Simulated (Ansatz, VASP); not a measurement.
One calculation of K, two programs

```xyz
1
Lattice="-2.2281 2.2281 2.2281 2.2281 -2.2281 2.2281 2.2281 2.2281 -2.2281" Properties=species:S:1:pos:R:3 pbc="T T T"
K     0.0000    0.0000    0.0000
```

Change from the starting cell: volume scaled by 0.6, LAPW.

Alike in both runs: task single point; functional PBE; k mesh 10 × 10 × 10; occupations fermi-dirac, width 0.1 eV; no spin polarisation.

|  | VASP | Ansatz |
| --- | --- | --- |
| version | VASP 6.6.1 | Ansatz 0.2.0 |
| potentials or method | VASP PAW PBE potentials, release 64 (K_sv), cutoff 520 eV | all-electron LAPW, scalar-relativistic |

|  | VASP | Ansatz | Ansatz less VASP |
| --- | --- | --- | --- |
| pressure (GPa) | 4.8 | 4.8 | +0.01 |

Ansatz ran all-electron here, and VASP with PAW potentials.
